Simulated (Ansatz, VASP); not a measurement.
Pt in VASP and in Ansatz

INCAR

```
ALGO = Normal
EDIFF = 1E-6
ENCUT = 520
GGA = PE
ISIF = 2
ISMEAR = -1
LASPH = True
LCHARG = False
LREAL = False
LWAVE = False
NBANDS = 11
NELM = 80
PREC = Accurate
SIGMA = 0.1
```

The input KPOINTS:

```
k-points
0
Gamma
  9 9 8
```

Contents of POSCAR:

```
Pt
1.0
    0.0103427045      1.9657527819      1.9821853027
    1.9720123144      0.0200764273      1.9724515798
    1.9839922810      1.9679990256      0.0080964607
Pt
1
Direct
    0.0000000000      0.0000000000      0.0000000000
```

Input for Ansatz:

```yaml
crystal:
  lattice:
    - [0.010342704475349842, 1.9657527818670708, 1.9821853026840843]
    - [1.9720123144018626, 0.02007642731653333, 1.9724515798429005]
    - [1.983992280975627, 1.9679990255996516, 0.008096460742769035]
  atoms:
    - { symbol: Pt, position: [0.0, 0.0, 0.0] }
basis:
  ecutwfc: 540.0
  xc_grid: 2
kpoints:
  mp_grid:
    grid: [9, 9, 8]
hamiltonian:
  xc: pbe
scf:
  convergence:
    dr2_threshold: 1.0e-09
  occupations:
    method: fermi_dirac
output:
  forces: true
  stress: true
```

Alike in both runs: task single point; functional PBE; k mesh 9 × 9 × 8; no spin polarisation.

|  | VASP | Ansatz |
| --- | --- | --- |
| version | VASP 6.6.1 | Ansatz 0.2.0 |
| potentials or method | VASP PAW PBE potentials, release 64 (Pt), cutoff 520 eV | plane waves, PAW |
| occupations | fermi-dirac, width 0.1 eV | fermi-dirac |
| valence electrons in the cell | 10 | 18 |

Ansatz gave:

| Quantity | Value |
| --- | --- |
| pressure (GPa) | 7.1 |
| traceless stress, the component that is largest in VASP (GPa) | -1.56 |

Estimate VASP's values.

pressure (GPa): 6.6; traceless stress, the component that is largest in VASP (GPa): -1.54.

VASP's potentials hold 10 valence electrons a cell and Ansatz's 18, so a difference there can come from the potentials and not from the codes. Ansatz's warnings: stress scf threshold loose.

Neither program's run includes spin-orbit coupling.
